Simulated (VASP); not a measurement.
A run of VASP 6.6.1:

POSCAR

```
Na2S
1.0
    0.0000000000      3.2840056473      3.2840056473
    3.2840056473      0.0000000000      3.2840056473
    3.2840056473      3.2840056473      0.0000000000
Na S
2 1
Direct
    0.2500000000      0.2500000000      0.2500000000
    0.7500000000      0.7500000000      0.7500000000
    0.0000000000      0.0000000000      0.0000000000
```

Contents of INCAR.step1:

```
ALGO = Normal
EDIFF = 1E-5
EDIFFG = -0.005
ENCUT = 550
GGA = PE
GGA_COMPAT = F
IBRION = 2
ISIF = 3
ISMEAR = -1
LASPH = T
LCHARG = F
LREAL = F
LWAVE = T
NELM = 120
NELMIN = 4
NSW = 100
PREC = Accurate
SIGMA = 0.02
```

File INCAR.step2:

```
ALGO = Normal
EDIFF = 1E-7
EDIFFG = -0.005
ENCUT = 550
GGA_COMPAT = F
IBRION = 2
ISIF = 3
ISMEAR = -1
ISTART = 1
LASPH = T
LCHARG = F
LMIXTAU = T
LREAL = F
LWAVE = F
METAGGA = R2SCAN
NELM = 120
NELMIN = 4
NSW = 80
PREC = Accurate
SIGMA = 0.02
```

File KPOINTS:

```
k-points
0
Gamma
  6 6 6
```

Potentials or basis: VASP PAW PBE potentials, release 64 (Na_pv, S).

The run is started by

```bash
$ cat potpaw_PBE.64/Na_pv/POTCAR potpaw_PBE.64/S/POTCAR > POTCAR
$ cp INCAR.step1 INCAR
$ mpirun -np 1 vasp_std > vasp.out
$ cp INCAR.step2 INCAR
$ mpirun -np 1 vasp_std > vasp.out
```

Hardware: 1 thread of Intel(R) Xeon(R) Platinum 8488C (Sapphire Rapids), with other jobs on the host.

Question: Estimate the wall time of this run.

Answer: Run time: 3 min on 1 thread of Intel(R) Xeon(R) Platinum 8488C (Sapphire Rapids), on a shared host, peak memory 0.21 GiB. Counts: k points 16, ion steps 5.
